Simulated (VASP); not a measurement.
Crystal: SiC2.

```xyz
3
Lattice="2.6798 0.0000 0.0000 -1.3399 2.3208 0.0000 0.0000 0.0000 6.5642" Properties=species:S:1:pos:R:3 pbc="T T T"
Si    0.0000    0.0000    0.0000
C     0.0000    1.5472    4.3761
C     1.3399    0.7736    2.1881
```

| Item | Value |
| --- | --- |
| Program | VASP 6.6.1 |
| Task | relaxation of cell and atoms |
| Functional | PBE |
| Potentials or basis | VASP PAW PBE potentials, release 64 (Si, C_h) |
| Cutoff | 910 eV |
| k mesh | 6 × 6 × 4 |
| Occupations | gaussian, width 0.1 eV |
| Spin | no spin polarisation |

At the start: pressure -20.4 GPa; volume 13.61 Å³/atom.

Where does the relaxation end?

Over 64 steps the energy falls by 3329.5 meV/atom and the volume is 13.59 Å³/atom (-0.1 %); space group P6/mmm (No. 191, to 0.05 Å).

Step by step:
| step | energy change (eV) | largest force (eV/Å) | pressure (GPa) | volume (Å³) |
| --- | --- | --- | --- | --- |
| 1 | 0.0000 | 0.1816 | -20.37 | 40.82 |
| 3 | -1.6159 | 0.3626 | 3.18 | 26.85 |
| 5 | -1.6471 | 0.2460 | 9.24 | 25.91 |
| 7 | 3.0132 | 6.8994 | 376.77 | 14.23 |
| 9 | -3.1132 | 4.8754 | 124.36 | 18.28 |
| 11 | -3.5007 | 3.7605 | 82.89 | 19.51 |
| 13 | -3.9171 | 3.1801 | 103.87 | 18.87 |
| 15 | -5.2140 | 0.8293 | 39.25 | 21.47 |
| 17 | -5.4938 | 0.4590 | -0.18 | 24.44 |
| 19 | -5.5016 | 0.3570 | 4.23 | 23.98 |
| 21 | -5.5394 | 0.0992 | 0.99 | 24.28 |
| 23 | -5.5480 | 0.1783 | -0.86 | 24.47 |
| 25 | -5.5542 | 0.2883 | 0.07 | 24.34 |
| 27 | -5.5567 | 0.7599 | 4.69 | 23.73 |
| 29 | -5.5615 | 0.5229 | 2.24 | 24.03 |
| 31 | -5.5647 | 0.5123 | 2.34 | 24.00 |
| 33 | -5.5808 | 0.5677 | 3.29 | 23.87 |
| 35 | -5.7347 | 0.7986 | 9.78 | 23.31 |
| 37 | -6.9261 | 0.0203 | 102.12 | 20.56 |
| 39 | -7.0764 | 0.1426 | 84.56 | 20.94 |
| 41 | -7.4662 | 0.0193 | 70.44 | 21.65 |
| 43 | -8.5441 | 0.5554 | -16.25 | 29.60 |
| 45 | -8.7577 | 0.5019 | -5.44 | 28.17 |
| 47 | -9.4379 | 0.2106 | 24.57 | 29.13 |
| 49 | -9.8518 | 0.6152 | 9.11 | 34.25 |
| 51 | -9.9000 | 1.5184 | 1.73 | 38.16 |
| 53 | -9.9795 | 0.1229 | -1.81 | 39.85 |
| 55 | -9.9848 | 0.0933 | 0.45 | 39.67 |
| 57 | -9.9854 | 0.0394 | 0.43 | 39.73 |
| 59 | -9.9865 | 0.0911 | 0.44 | 39.98 |
| 61 | -9.9865 | 0.1077 | -1.40 | 40.97 |
| 63 | -9.9878 | 0.0781 | -0.44 | 40.55 |
| 64 | -9.9886 | 0.0131 | -0.24 | 40.77 |

Final structure:
```cif
data_structure
_symmetry_space_group_name_H-M 'P 1'
_symmetry_Int_Tables_number 1
_cell_length_a 2.4740
_cell_length_b 2.4740
_cell_length_c 7.6913
_cell_angle_alpha 90.000
_cell_angle_beta 90.000
_cell_angle_gamma 120.000
_cell_volume 40.77
loop_
_atom_site_label
_atom_site_type_symbol
_atom_site_fract_x
_atom_site_fract_y
_atom_site_fract_z
_atom_site_occupancy
Si1 Si 0.00000 0.00000 0.00000 1
C1 C 0.33333 0.66667 0.49995 1
C2 C 0.66667 0.33333 0.50005 1
```

Caveat: the k points lie up to 0.49 Å⁻¹ apart in the final cell; the cutoff is under 1.25 times the usual one of these potentials, so pressure, stress and relaxed cells hold a basis-set (Pulay) error.
